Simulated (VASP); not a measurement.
## ZnS: relaxation of shape and atoms at fixed volume with PBEsol

ZnS:

```
Zn S
1.0
     3.80667    0.00000    0.00000
    -1.90333    3.29667    0.00000
     0.00000    0.00000    6.25078
Zn S
2 2
Direct
  0.33333 0.66667 0.00546
  0.66667 0.33333 0.50546
  0.33333 0.66667 0.37954
  0.66667 0.33333 0.87954
```

This cell differs from its parent crystal: volume scaled by 1.020.

| Item | Value |
| --- | --- |
| Program | VASP 6.6.1 |
| Task | relaxation of shape and atoms at fixed volume |
| Functional | PBEsol |
| Potentials or basis | VASP PAW PBE potentials, release 64 (Zn, S) |
| Cutoff | 600 eV |
| k mesh | 10 × 10 × 6 |
| Occupations | gaussian, width 0.05 eV |
| Spin | no spin polarisation |
| Dipole correction | no |
| Further INCAR settings | ALGO = Normal; EDIFF = 1e-06; IBRION = 2; EDIFFG = -0.01; NSW = 60; ISIF = 4 |

* Pressure after relaxing: -1.3 GPa
* Largest force after relaxing: 0.004 eV/Å
* Band gap on the k mesh: 2.07 eV, direct

Forces in eV/Å, atoms in the order of the input:
```
Zn   0.000  0.000 -0.004
Zn   0.000  0.000 -0.004
S    0.000  0.000  0.004
S    0.000  0.000  0.004
```

Final structure:
```yaml
crystal:
  lattice:
    - [3.80667, 0.00000, 0.00000]
    - [-1.90333, 3.29667, 0.00000]
    - [0.00000, 0.00000, 6.25078]
  atoms:
    - { symbol: Zn, position: [0.33333, 0.66667, 0.00546] }
    - { symbol: Zn, position: [0.66667, 0.33333, 0.50546] }
    - { symbol: S, position: [0.33333, 0.66667, 0.37954] }
    - { symbol: S, position: [0.66667, 0.33333, 0.87954] }
```

Levels at points of the mesh, in eV from the valence-band top:
```
           k point  band 14  band 15  band 16  band 17  band 18  band 19  band 20  band 21  band 22
(0.00, 0.00, 0.00)    -0.91    -0.91    -0.09     0.00     0.00     2.07     3.00     6.22     6.22
(0.50, 0.00, 0.00)    -4.18    -3.34    -2.27    -1.74    -0.90     3.54     4.15     4.98     6.81
(0.00, 0.00, 0.50)    -2.93    -0.48    -0.48    -0.48    -0.48     3.45     3.45     6.70     6.70
(0.50, 0.00, 0.50)    -4.93    -1.67    -1.67    -1.64    -1.64     3.41     3.41     5.11     5.11
```

It took 90 s on 1 thread of AMD EPYC 7R13 Processor (Zen 3), with other jobs on the host, peak memory 0.22 GiB.

Caveat: the relaxation stopped at its first step, so nothing moved; the PAW data sets were made with another functional, which shifts forces and pressure a little.
